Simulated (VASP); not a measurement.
Set up this calculation in VASP 6.6.1, as the native input.

```yaml
Task: single point
Functional: PBE
Potentials_or_basis: VASP PAW PBE potentials, release 64 (Sb, S)
Cutoff: 500 eV
k_mesh: 8 × 8 × 8
Occupations: gaussian, width 0.1 eV
Spin: no spin polarisation
Dipole_correction: no
Further_INCAR_settings: ALGO = Normal; EDIFF = 1e-06; NBANDS = 26
```

The structure of SbS5 lies in POSCAR:

```
SbS5
1.0
    0.0000000000      4.6897875982      4.6897875982
    4.6897875982      0.0000000000      4.6897875982
    4.6897875982      4.6897875982      0.0000000000
Sb S
1 5
Direct
    0.2500000000      0.2500000000      0.2500000000
    0.0996685127      0.7009944618      0.0996685127
    0.0996685127      0.0996685127      0.0996685127
    0.7009944618      0.0996685127      0.0996685127
    0.0996685127      0.0996685127      0.7009944618
    0.7500000000      0.7500000000      0.7500000000
```

These files were run (other wordings do the same):

INCAR

```
SYSTEM = SbS5
ALGO = Normal ; EDIFF = 1E-6
ENCUT = 500 ; GGA = PE
GGA_COMPAT = .False. ; ISIF = 2
ISMEAR = 0 ; LASPH = .True.
LCHARG = .True. ; LELF = .True.
LREAL = .False. ; LVHAR = .True.
LWAVE = .False. ; NBANDS = 26
NELM = 120 ; PREC = Accurate
SIGMA = 0.1
```

KPOINTS

```
k-points
0
Gamma
  8 8 8
  0 0 0
```

Potentials or basis: VASP PAW PBE potentials, release 64 (Sb, S).

Command:

```bash
$ cat potpaw_PBE.64/Sb/POTCAR potpaw_PBE.64/S/POTCAR > POTCAR
$ mpirun -np 1 vasp_std > vasp.out
```

It gave:

```json
{
 "Pressure": "0.0 GPa",
 "Largest force": "0.004 eV/Å",
 "Band gap on the k mesh": "zero (an odd number of electrons rules out a gap without spin polarisation)"
}
```

Caveat: spin-orbit coupling is left out, which moves the levels of the heavy elements.

Run time: 4.9 min on 1 thread of Intel Xeon 8259CL, with other jobs on the host, peak memory 0.38 GiB.
